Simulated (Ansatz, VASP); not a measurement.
**Two plane-wave programs on GeW**

```
CELL_PARAMETERS angstrom
0.00000 2.57761 2.57761
2.57761 0.00000 2.57761
2.57761 2.57761 0.00000
ATOMIC_POSITIONS crystal
Ge 0.50000 0.50000 0.50000
W 0.00000 0.00000 0.00000
```

Alike in both runs: task relaxation of cell and atoms; functional LDA; k mesh 9 × 9 × 9; occupations fermi-dirac, width 0.05 eV; no spin polarisation.

|  | VASP | Ansatz |
| --- | --- | --- |
| version | VASP 6.6.1 | Ansatz 0.2.0 |
| potentials or method | VASP PAW LDA potentials, release 64 (Ge_d, W_sv) | Ansatz PAW |
| plane-wave cutoff (eV) | 600 | 420 |
| valence electrons in the cell | 28 | 28 |

|  | VASP | Ansatz | Ansatz less VASP |
| --- | --- | --- | --- |
| gap on the k mesh at the Fermi level, each at its own relaxed structure (eV) | none | none | - |
| relaxed volume (Å³/atom) | 16.30 | 16.22 | -0.074 |
| relaxed cell length with the largest relative difference (Å) | 3.586 | 3.580 | -0.0055 |

LDA's correlation is that of Perdew and Zunger in VASP and of Perdew and Wang (1992) in Ansatz. A gap of «none» marks a metal or a gap that the smearing closes.

Neither program's run includes spin-orbit coupling. Noted on Ansatz's run: the plane-wave basis is chosen anew once the cell has moved, so the energies of steps on either side of that aren't comparable.
